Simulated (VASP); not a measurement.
Set up this calculation in VASP 6.6.1, as the native input.

| Quantity | Value |
| --- | --- |
| Task | single point |
| Functional | PBE |
| Potentials or basis | VASP PAW PBE potentials, release 64 (Sn_d) |
| Cutoff | 520 eV |
| k mesh | 12 × 12 × 12 |
| Occupations | fermi-dirac, width 0.08 eV |
| Spin | no spin polarisation |
| Dipole correction | no |
| Further INCAR settings | ALGO = Normal; EDIFF = 1e-06; NBANDS = 13 |

The structure of Sn lies in POSCAR:

```
Sn
1.0
    2.8200150749      0.0000000000      0.0000000000
    0.0000000000      2.8200150749      0.0000000000
    0.0000000000      0.0000000000      2.8200150749
Sn
1
Direct
    0.0000000000      0.0000000000      0.0000000000
```

This cell differs from its parent crystal: volume scaled by 0.76.

These files were run (other wordings do the same):

INCAR

```
PREC     = Accurate       # precision mode
ENCUT    = 520            # plane-wave cutoff, eV
EDIFF    = 1E-6           # SCF threshold, eV
ISMEAR   = -1             # smearing method
SIGMA    = 0.08           # smearing width, eV
LREAL    = F              # projectors in reciprocal space
LASPH    = T              # aspherical terms in the spheres
NELM     = 80             # most SCF steps
ALGO     = Normal         # electronic algorithm
ISIF     = 2              # what is computed and relaxed
LWAVE    = F              # write WAVECAR
LCHARG   = T              # write CHGCAR
GGA      = PE             # functional
LELF     = T              # ELF
LVHAR    = T            
NBANDS   = 13             # bands
```

KPOINTS

```
Automatic mesh
0
Gamma
  12 12 12
```

Potentials or basis: VASP PAW PBE potentials, release 64 (Sn_d).

Command:

```sh
$ cat potpaw_PBE.64/Sn_d/POTCAR > POTCAR
$ mpirun -np 1 vasp_std > vasp.out
```

Results of the run:

```json
{"Pressure": "24.3 GPa", "Band gap on the k mesh": "zero (band 7 reaches 16.81 eV, above the bottom of band 8 at 7.51 eV)"}
```

Caveat: spin-orbit coupling is left out, which moves the levels of the heavy elements.

Run time: 13 s on 1 thread of Intel(R) Xeon(R) Platinum 8259CL CPU @ 2.50GHz (Skylake/Cascade Lake), with other jobs on the host, peak memory 0.15 GiB.
